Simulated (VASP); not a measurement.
# TaN (P6_3mc) in VASP: a series of runs

TaN is run at these levels: PBEsol+U; tasks: single point.

All numbers are computed with VASP 6.6.1; they aren't measurements. Logs are shortened: lines on timing, memory, paths and dates and some standing lists are left out, and cuts for length are marked.

## (1) The cell of the first run

Symmetry: P6_3mc, No. 186, hexagonal system. The conventional cell has a = 3.050 Å, b = 3.050 Å, c = 4.940 Å, α = 90.00°, β = 90.00°, γ = 120.00°. Ta (site symmetry 3m) has 4 N at 1.85 to 1.90 Å within 2.5 Å. N (site symmetry 3m) has 4 Ta at 1.85 to 1.90 Å within 2.5 Å.

## (2) Single point, PBEsol+U, collinear spin, ferromagnetic start

File INCAR:

```
ALGO = Normal ; EDIFF = 1E-7
ENCUT = 520 ; GGA = PS
ISIF = 2 ; ISMEAR = 0
ISPIN = 2 ; LASPH = T
LCHARG = F ; LDAU = T
LDAUJ = 0 0 ; LDAUL = 2 -1
LDAUPRINT = 1 ; LDAUTYPE = 2
LDAUU = 6 0 ; LMAXMIX = 4
LORBIT = 11 ; LREAL = F
LWAVE = F ; MAGMOM = 2 2 0 0
NBANDS = 28 ; NELM = 150
PREC = Accurate ; SIGMA = 0.05
```

File KPOINTS:

```
k-points
0
Gamma
  7 7 4
```

File POSCAR:

```
TaN
1.0
    3.0500020400      0.0000000000      0.0000000000
   -1.5250010200      2.6413792500      0.0000000000
    0.0000000000      0.0000000000      4.9400015300
Ta N
2 2
Direct
    0.3333333333      0.6666666667      0.0000000000
    0.6666666667      0.3333333333      0.5000000000
    0.3333333333      0.6666666667      0.3850000000
    0.6666666667      0.3333333333      0.8850000000
```

Potentials or basis: VASP PAW PBE potentials, release 64 (Ta_pv, N).

Command:

```bash
$ cat potpaw_PBE.64/Ta_pv/POTCAR potpaw_PBE.64/N/POTCAR > POTCAR
$ mpirun -np 1 vasp_std > vasp.out
```

OUTCAR:

```text
EDIFF = 1E-7
   ENCUT = 520
   GGA = PS
   ISIF = 2
   ISMEAR = 0
   ISPIN = 2
   LASPH = T
   LORBIT = 11
   LREAL = F
   NELM = 150
   PREC = Accurate

 ion  position               nearest neighbor table
   1  0.333  0.667  0.000-   4 1.85   4 1.85   4 1.85   3 1.90   2 3.03   2 3.03   2 3.03   2 3.03
                             2 3.03   2 3.03
   2  0.667  0.333  0.500-   3 1.85   3 1.85   3 1.85   4 1.90   1 3.03   1 3.03   1 3.03   1 3.03
                             1 3.03   1 3.03
   3  0.333  0.667  0.385-   2 1.85   2 1.85   2 1.85   1 1.90
   4  0.667  0.333  0.885-   1 1.85   1 1.85   1 1.85   2 1.90

  LATTYP: Found a hexagonal cell.
 ALAT       =     3.0500020400
 C/A-ratio  =     1.6196715495

  Lattice vectors:

 A1 = (   3.0500020400,   0.0000000000,   0.0000000000)
 A2 = (  -1.5250010200,   2.6413792500,   0.0000000000)
 A3 = (   0.0000000000,   0.0000000000,   4.9400015300)

Analysis of symmetry for initial positions (statically):
=====================================================================
 Subroutine PRICEL returns:
 Original cell was already a primitive cell.

 Routine SETGRP: Setting up the symmetry group for a
 hexagonal supercell.

 Subroutine GETGRP returns: Found 12 space group operations
 (whereof  6 operations were pure point group operations)
 out of a pool of 24 trial point group operations.

The static configuration has the point symmetry C_3v.
 The point group associated with its full space group is C_6v.

Analysis of symmetry for dynamics (positions and initial velocities):
=====================================================================
 Subroutine PRICEL returns:
 Original cell was already a primitive cell.

 Routine SETGRP: Setting up the symmetry group for a
 hexagonal supercell.

 Subroutine GETGRP returns: Found 12 space group operations
 (whereof  6 operations were pure point group operations)
 out of a pool of 24 trial point group operations.

The dynamic configuration has the point symmetry C_3v.
 The point group associated with its full space group is C_6v.

Analysis of structural, dynamic, and magnetic symmetry:
=====================================================================
 Subroutine PRICEL returns:
 Original cell was already a primitive cell.

 Routine SETGRP: Setting up the symmetry group for a
 hexagonal supercell.

 Subroutine GETGRP returns: Found 12 space group operations
 (whereof  6 operations were pure point group operations)
 out of a pool of 24 trial point group operations.

The overall configuration has the point symmetry C_3v.
 The point group associated with its full space group is C_6v.

 Subroutine INISYM returns: Found 12 space group operations
 (whereof  6 operations are pure point group operations),
 and found     1 'primitive' translations

----------------------------------------------------------------------------------------

                                     Primitive cell

  volume of cell :      39.7977

[... 156 lines left out ...]
 occupancies and eigenvectors

  o =  0.1940  v = -0.5562  0.0000  0.0000  0.8311 -0.0000  0.0000  0.0000  0.0000  0.0000  0.0000      0.0000  0.0000  0.0000  0.0000  0.0000  0.0000  0.0000  0.0000  0.0000  0.0000
  o =  0.1940  v =  0.0000  0.8311  0.0000 -0.0000 -0.5562  0.0000  0.0000  0.0000  0.0000  0.0000      0.0000  0.0000  0.0000  0.0000  0.0000  0.0000  0.0000  0.0000  0.0000  0.0000
  o =  0.1991  v =  0.0000  0.0000  0.0000  0.0000  0.0000 -0.5568  0.0000  0.0000  0.8307 -0.0000      0.0000  0.0000  0.0000  0.0000  0.0000  0.0000  0.0000  0.0000  0.0000  0.0000
  o =  0.1991  v =  0.0000  0.0000  0.0000  0.0000  0.0000  0.0000  0.8307  0.0000 -0.0000 -0.5568      0.0000  0.0000  0.0000  0.0000  0.0000  0.0000  0.0000  0.0000  0.0000  0.0000
  o =  0.3315  v = -0.0000  0.0000 -1.0000 -0.0000  0.0000  0.0000  0.0000  0.0000  0.0000  0.0000      0.0000  0.0000  0.0000  0.0000  0.0000  0.0000  0.0000  0.0000  0.0000  0.0000
  o =  0.3317  v =  0.0000  0.0000  0.0000  0.0000  0.0000 -0.0000  0.0000 -1.0000 -0.0000  0.0000      0.0000  0.0000  0.0000  0.0000  0.0000  0.0000  0.0000  0.0000  0.0000  0.0000
  o =  0.3527  v =  0.8311  0.0000  0.0000  0.5562  0.0000  0.0000  0.0000  0.0000  0.0000  0.0000      0.0000  0.0000  0.0000  0.0000  0.0000  0.0000  0.0000  0.0000  0.0000  0.0000
  o =  0.3527  v =  0.0000 -0.5562 -0.0000  0.0000 -0.8311  0.0000  0.0000  0.0000  0.0000  0.0000      0.0000  0.0000  0.0000  0.0000  0.0000  0.0000  0.0000  0.0000  0.0000  0.0000
  o =  0.3534  v =  0.0000  0.0000  0.0000  0.0000  0.0000  0.8307  0.0000  0.0000  0.5568  0.0000      0.0000  0.0000  0.0000  0.0000  0.0000  0.0000  0.0000  0.0000  0.0000  0.0000
  o =  0.3534  v =  0.0000  0.0000  0.0000  0.0000  0.0000 -0.0000  0.5568  0.0000 -0.0000  0.8307      0.0000  0.0000  0.0000  0.0000  0.0000  0.0000  0.0000  0.0000  0.0000  0.0000

atom =   2  type =  1  l = 2

 onsite density matrix

spin component  1

  0.3036  0.0000  0.0000 -0.0733 -0.0000
  0.0000  0.2431 -0.0000 -0.0000 -0.0733
  0.0000 -0.0000  0.3315  0.0000  0.0000
 -0.0733 -0.0000  0.0000  0.2431  0.0000
 -0.0000 -0.0733  0.0000  0.0000  0.3036

spin component  2

  0.3056  0.0000  0.0000 -0.0713 -0.0000
  0.0000  0.2470 -0.0000 -0.0000 -0.0713
  0.0000 -0.0000  0.3317  0.0000  0.0000
 -0.0713 -0.0000  0.0000  0.2470  0.0000
 -0.0000 -0.0713  0.0000  0.0000  0.3056

 occupancies and eigenvectors

  o =  0.1940  v = -0.5562  0.0000 -0.0000 -0.8311  0.0000  0.0000  0.0000  0.0000  0.0000  0.0000      0.0000  0.0000  0.0000  0.0000  0.0000  0.0000  0.0000  0.0000  0.0000  0.0000
  o =  0.1940  v =  0.0000  0.8311 -0.0000  0.0000  0.5562  0.0000  0.0000  0.0000  0.0000  0.0000      0.0000  0.0000  0.0000  0.0000  0.0000  0.0000  0.0000  0.0000  0.0000  0.0000
  o =  0.1991  v =  0.0000  0.0000  0.0000  0.0000  0.0000  0.5568 -0.0000  0.0000  0.8307 -0.0000      0.0000  0.0000  0.0000  0.0000  0.0000  0.0000  0.0000  0.0000  0.0000  0.0000
  o =  0.1991  v =  0.0000  0.0000  0.0000  0.0000  0.0000  0.0000  0.8307 -0.0000  0.0000  0.5568      0.0000  0.0000  0.0000  0.0000  0.0000  0.0000  0.0000  0.0000  0.0000  0.0000
  o =  0.3315  v = -0.0000  0.0000  1.0000  0.0000 -0.0000  0.0000  0.0000  0.0000  0.0000  0.0000      0.0000  0.0000  0.0000  0.0000  0.0000  0.0000  0.0000  0.0000  0.0000  0.0000
  o =  0.3317  v =  0.0000  0.0000  0.0000  0.0000  0.0000  0.0000 -0.0000 -1.0000 -0.0000  0.0000      0.0000  0.0000  0.0000  0.0000  0.0000  0.0000  0.0000  0.0000  0.0000  0.0000
  o =  0.3527  v =  0.8311 -0.0000  0.0000 -0.5562  0.0000  0.0000  0.0000  0.0000  0.0000  0.0000      0.0000  0.0000  0.0000  0.0000  0.0000  0.0000  0.0000  0.0000  0.0000  0.0000
  o =  0.3527  v = -0.0000 -0.5562  0.0000  0.0000  0.8311  0.0000  0.0000  0.0000  0.0000  0.0000      0.0000  0.0000  0.0000  0.0000  0.0000  0.0000  0.0000  0.0000  0.0000  0.0000
  o =  0.3534  v =  0.0000  0.0000  0.0000  0.0000  0.0000  0.8307  0.0000  0.0000 -0.5568 -0.0000      0.0000  0.0000  0.0000  0.0000  0.0000  0.0000  0.0000  0.0000  0.0000  0.0000
  o =  0.3534  v =  0.0000  0.0000  0.0000  0.0000  0.0000 -0.0000  0.5568 -0.0000  0.0000 -0.8307      0.0000  0.0000  0.0000  0.0000  0.0000  0.0000  0.0000  0.0000  0.0000  0.0000

 number of electron      32.0000000 magnetization      -0.0358550

 Free energy of the ion-electron system (eV)
  ---------------------------------------------------
  ext. energy  EPLUGINS =         0.00000000
  ---------------------------------------------------
  free energy    TOTEN  =       -28.52127555 eV

  energy without entropy =      -28.51773344  energy(sigma->0) =      -28.51950450

 E-fermi :  10.3008     XC(G=0): -13.7232

 val. band max:       10.2918485763   @ k =   0.1429   0.0000   0.2500
 cond. band min:      10.3041621229   @ k =   0.1429   0.1429   0.5000
 fundamental gap:      0.0123135466
 Fermi energy:        10.3008320757

 spin component 1

 k-point     1 :       0.0000    0.0000    0.0000
  band No.  band energies     occupation
      1     -26.8455      1.00000
      2     -25.7530      1.00000
      3     -25.7530      1.00000
      4     -25.5668      1.00000
      5     -25.5668      1.00000
      6     -25.5348      1.00000
[... 733 lines left out ...]
     27      22.7005      0.00000
     28      22.7008      0.00000
 Fermi energy:        10.3008320757

 spin component 2

 k-point     1 :       0.0000    0.0000    0.0000
  band No.  band energies     occupation
      1     -26.8535      1.00000
      2     -25.7605      1.00000
      3     -25.7605      1.00000
      4     -25.5743      1.00000
      5     -25.5743      1.00000
      6     -25.5424      1.00000
[... 733 lines left out ...]
     27      22.6926      0.00000
     28      22.6926      0.00000

------------------------ aborting loop because EDIFF is reached ----------------------------------------

  FORCE on cell =-STRESS in cart. coord.  units (eV):
  Direction    XX          YY          ZZ          XY          YZ          ZX
  --------------------------------------------------------------------------------------
  -------------------------------------------------------------------------------------
  Total       40.0500077     40.0500077     35.3116744      0.0000000      0.0000000      0.0000000
  in kB     1612.3347384   1612.3347405   1421.5787379      0.0000000      0.0000000      0.0000000
  external PRESSURE =    1548.7494056 kB  Pullay stress =       0.0000000 kB

 VOLUME and BASIS-vectors are now :
 -----------------------------------------------------------------------------
  energy-cutoff  :      520.00
  volume of cell :       39.80
      direct lattice vectors                 reciprocal lattice vectors
     3.050002040  0.000000000  0.000000000     0.327868633  0.189295043  0.000000000
    -1.525001020  2.641379250  0.000000000     0.000000000  0.378590087  0.000000000
     0.000000000  0.000000000  4.940001530     0.000000000  0.000000000  0.202429087

 POSITION                                       TOTAL-FORCE (eV/Angst)
 -----------------------------------------------------------------------------------
     -0.00000      1.76092      0.00000        -0.000000      0.000000      2.416774
      1.52500      0.88046      2.47000         0.000000      0.000000      2.416774
     -0.00000      1.76092      1.90190        -0.000000      0.000000     -2.416774
      1.52500      0.88046      4.37190        -0.000000      0.000000     -2.416774
 -----------------------------------------------------------------------------------
    total drift:                               -0.000000      0.000000      0.000605

  FREE ENERGIE OF THE ION-ELECTRON SYSTEM (eV)
  ---------------------------------------------------
  free  energy   TOTEN  =       -28.5212755525 eV

  energy  without entropy=      -28.5177334435  energy(sigma->0) =      -28.51950450

 total charge

# of ion       s       p       d       tot
------------------------------------------
    1        0.421   6.443   2.793   9.657
    2        0.421   6.443   2.793   9.657
    3        1.295   2.784   0.000   4.080
    4        1.295   2.784   0.000   4.080
--------------------------------------------------
tot          3.432  18.455   5.587  27.474

 magnetization (x)

# of ion       s       p       d       tot
------------------------------------------
    1       -0.000  -0.000  -0.012  -0.012
    2       -0.000  -0.000  -0.012  -0.012
    3       -0.000   0.001   0.000   0.000
    4       -0.000   0.001   0.000   0.000
--------------------------------------------------
tot         -0.001   0.000  -0.023  -0.024
```

Run time: 99 s. Hardware: 1 thread of AMD EPYC 7R43 (Zen 3), shared host; peak memory 0.16 GiB.

Results:

```
Free energy                                           : -28.5213 eV
Pressure                                              : 154.9 GPa
Largest force                                         : 2.417 eV/Å
Band gap on the k mesh                                : zero (filled and empty bands overlap)
Net moment                                            : -0.04 μB per cell
Valence electrons inside the program's atomic spheres : Ta 9.66; N 4.08
```

Forces in eV/Å, atoms in the order of the input:
```
Ta   0.000  0.000  2.417
Ta   0.000  0.000  2.417
N    0.000  0.000 -2.417
N    0.000  0.000 -2.417
```

Eigenvalues of the final occupation matrices:
| site | spin | trace | eigenvalues |
| --- | --- | --- | --- |
| site 1 d | 1 | 1.42 | 0.19 0.19 0.33 0.35 0.35 |
| site 1 d | 2 | 1.44 | 0.20 0.20 0.33 0.35 0.35 |
| site 2 d | 1 | 1.42 | 0.19 0.19 0.33 0.35 0.35 |
| site 2 d | 2 | 1.44 | 0.20 0.20 0.33 0.35 0.35 |

Caveat: the PAW data sets were made with another functional, which shifts forces and pressure a little; spin-orbit coupling is left out, which moves the levels of the heavy elements. The state reached can hang on the start; a lower one may exist.

(Part 1 of 2 ends here.)
